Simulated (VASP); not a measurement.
Runs of VASP 6.6.1 on In. The structure is that of space group Pm-3m (No. 221), or close to it. The cells are those of the table. 

```csv
task,level,cell,smearing,k mesh for the DOS,occupations for the DOS,gap on the mesh (eV),pressure (GPa)
single point,PBEsol,"a = 2.219 Å, 1 atom",fermi-dirac 0.05 eV,-,-,none,(b)
single point,RPBE,"a = 2.853 Å, 1 atom",fermi-dirac 0.005 eV,-,-,none,16.2
single point,PBEsol,"a = 2.853 Å, 1 atom",fermi-dirac 0.05 eV,-,-,none,(a)
single point,PBEsol,"a = 2.737 Å, 1 atom",fermi-dirac 0.05 eV,-,-,none,24.4
single point,PBEsol,"a = 2.609 Å, 1 atom",fermi-dirac 0.05 eV,-,-,none,53.1
single point,PBEsol,"a = 2.468 Å, 1 atom",fermi-dirac 0.05 eV,-,-,none,114.0
```

Alike in all rows: potentials or basis VASP PAW PBE potentials, release 64 (In_d); no spin polarisation; k mesh 14 × 14 × 14; cutoff (eV) 520.

Question: Fill in the values left out.

Answer: (a) 10.0; (b) 391.3.

Caveats: the PAW data sets were made with another functional, which shifts forces and pressure a little; spin-orbit coupling is left out, which moves the levels of the heavy elements.

A k mesh can miss the band edges, and the runs leave out spin-orbit coupling on In.

A gap of «none» marks levels without a gap at the run's occupations.
